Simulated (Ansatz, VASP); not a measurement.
**ZnSe: VASP beside Ansatz**

The input INCAR:

```
  ALGO = Normal
  EDIFF = 1E-6
  ENCUT = 520
  ISIF = 2
  ISMEAR = 0
  LASPH = True
  LCHARG = True
  LELF = True
  LREAL = False
  LVHAR = True
  LWAVE = False
  NBANDS = 26
  NELM = 100
  PREC = Accurate
  SIGMA = 0.05
```

KPOINTS

```
k-points
0
Gamma
  8 8 6
```

The input POSCAR:

```
ZnSe
1.0
    3.9227000000      0.0000000000      0.0000000000
    0.0000000000      3.9227000000      0.0000000000
    0.0000000000      0.0000000000      5.5715000000
Zn Se
2 2
Direct
    0.0000000000      0.0000000000      0.0000000000
    0.5000000000      0.5000000000      0.0000000000
    0.0000000000      0.5000000000      0.2797006019
    0.5000000000      0.0000000000      0.7202993981
```

Input for Ansatz:

```yaml
crystal:
  lattice:
    - [3.9227, 0.0, 0.0]
    - [0.0, 3.9227, 0.0]
    - [0.0, 0.0, 5.5715]
  atoms:
    - { symbol: Zn, position: [0.0, 0.0, 0.0] }
    - { symbol: Zn, position: [0.5, 0.5, 0.0] }
    - { symbol: Se, position: [0.0, 0.5, 0.2797006019] }
    - { symbol: Se, position: [0.5, 0.0, 0.7202993981] }
basis:
  ecutwfc: 520.0
kpoints:
  mp_grid: { grid: [8, 8, 6] }
hamiltonian:
  xc: lda
  pseudopotentials: { kind: paw, azcp: { folder: soft_1 } }
scf:
  occupations: { method: gaussian, width: 0.05 }
output:
  forces: true
  stress: true
  eigenvalues: true
```

Alike in both runs: task single point; functional LDA; k mesh 8 × 8 × 6; occupations gaussian, width 0.05 eV; no spin polarisation.

|  | VASP | Ansatz |
| --- | --- | --- |
| version | VASP 6.6.1 | Ansatz 0.2.0 |
| potentials or method | VASP PAW LDA potentials, release 64 (Zn, Se), cutoff 520 eV | scalar-relativistic, plane waves, PAW |
| valence electrons in the cell | 36 | 56 |

Ansatz gave:

| Quantity | Value |
| --- | --- |
| gap on the k mesh at the Fermi level (eV) | 1.41 |
| least direct gap on the mesh (eV) | 1.41 |
| pressure (GPa) | -1.8 |
| traceless stress, the component that is largest in VASP (GPa) | -2.02 |
| rms of the force components (eV/Å) | 0.239 |

What did VASP give for the same quantities?

gap on the k mesh at the Fermi level (eV): 1.44; least direct gap on the mesh (eV): 1.44; pressure (GPa): -1.4; traceless stress, the component that is largest in VASP (GPa): -2.03; rms of the force components (eV/Å): 0.214.

Ansatz warns that its potentials were made for another functional, while VASP's fit it. LDA's correlation is that of Perdew and Zunger in VASP and of Perdew and Wang (1992) in Ansatz. Atom by atom the forces differ by 0.025 eV/Å (rms over components). VASP's potentials hold 36 valence electrons a cell and Ansatz's 56, so a difference there can come from the potentials and not from the codes.
